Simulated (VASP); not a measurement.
Write the native input for VASP 6.6.1 that does the following.

| Item | Value |
| --- | --- |
| Task | single point |
| Functional | PBEsol |
| Potentials or basis | VASP PAW PBE potentials, release 64 (W_sv) |
| Cutoff | 520 eV |
| k mesh | 24 × 24 × 24 |
| Occupations | methfessel-paxton, width 0.1 eV |
| Spin | no spin polarisation |
| Dipole correction | no |
| Further INCAR settings | ALGO = Normal; EDIFF = 1e-06; NBANDS = 13 |

The structure of W lies in POSCAR:

```
W
1.0
   -1.5771316946      1.5771316946      1.5771316946
    1.5771316946     -1.5771316946      1.5771316946
    1.5771316946      1.5771316946     -1.5771316946
W
1
Direct
    0.0000000000      0.0000000000      0.0000000000
```

One way to write it, as run:

INCAR

```
SYSTEM = W
ALGO = Normal ; EDIFF = 1E-6
ENCUT = 520 ; GGA = PS
ISIF = 2 ; ISMEAR = 1
LASPH = .TRUE. ; LCHARG = .FALSE.
LREAL = .FALSE. ; LWAVE = .FALSE.
NBANDS = 13 ; NELM = 100
PREC = Accurate ; SIGMA = 0.1
```

KPOINTS

```
k-points
0
G
  24 24 24
  0 0 0
```

Potentials or basis: VASP PAW PBE potentials, release 64 (W_sv).

Command:

```console
$ cat potpaw_PBE.64/W_sv/POTCAR > POTCAR
$ mpirun -np 1 vasp_std > vasp.out
```

Results of the run:

```
Pressure               : 0.6 GPa
Band gap on the k mesh : zero (bands 7 and 8 overlap by 6.50 eV)
```

Caveat: the PAW data sets were made with another functional, which shifts forces and pressure a little; spin-orbit coupling is left out, which moves the levels of the heavy elements.

It took 36 s on 1 thread of Intel(R) Xeon(R) Platinum 8259CL CPU @ 2.50GHz (Skylake/Cascade Lake), on a shared host, peak memory 0.19 GiB.
